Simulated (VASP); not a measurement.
Here is a VASP 6.6.1 calculation.

INCAR

```
SYSTEM = PbSe
  PREC = Accurate
  ENCUT = 600
  EDIFF = 1E-6
  ISMEAR = -1
  SIGMA = 0.05
  LREAL = .FALSE.
  LASPH = .TRUE.
  NELM = 100
  ALGO = Normal
  ISIF = 3
  LWAVE = .FALSE.
  LCHARG = .FALSE.
  GGA = RE
  IVDW = 12
  IBRION = 2
  NSW = 60
  EDIFFG = -0.01
```

KPOINTS

```
Automatic mesh
0
G
  7 7 7
  0 0 0
```

File POSCAR:

```
PbSe
1.0
    3.7843220000      0.0000000000      0.0000000000
    0.0000000000      3.7843220000      0.0000000000
    0.0000000000      0.0000000000      3.7843220000
Pb Se
1 1
Direct
    0.0000000000      0.0000000000      0.0000000000
    0.5000000000      0.5000000000      0.5000000000
```

Potentials or basis: VASP PAW PBE potentials, release 64 (Pb_d, Se).

Launch:

```bash
$ cat potpaw_PBE.64/Pb_d/POTCAR potpaw_PBE.64/Se/POTCAR > POTCAR
$ mpirun -np 1 vasp_std > vasp.out
```

Question: What does it give for the relaxed cell?

Answer: a = 3.706 Å, b = 3.706 Å, c = 3.706 Å, α = 90.00°, β = 90.00°, γ = 90.00°.

Question: What does it give for the dispersion energy per atom?

Answer: -0.772 eV.

Step by step:
| step | energy change (eV) | largest force (eV/Å) | pressure (GPa) | volume (Å³) |
| --- | --- | --- | --- | --- |
| 1 | 0.0000 | 0.0000 | -2.95 | 54.20 |
| 2 | -0.0317 | 0.0000 | 0.60 | 50.37 |
| 3 | -0.0327 | 0.0000 | 0.02 | 50.89 |

Caveat: the PAW data sets were made with another functional, which shifts forces and pressure a little; pairwise dispersion overbinds metals, which lowers pressure and volume.
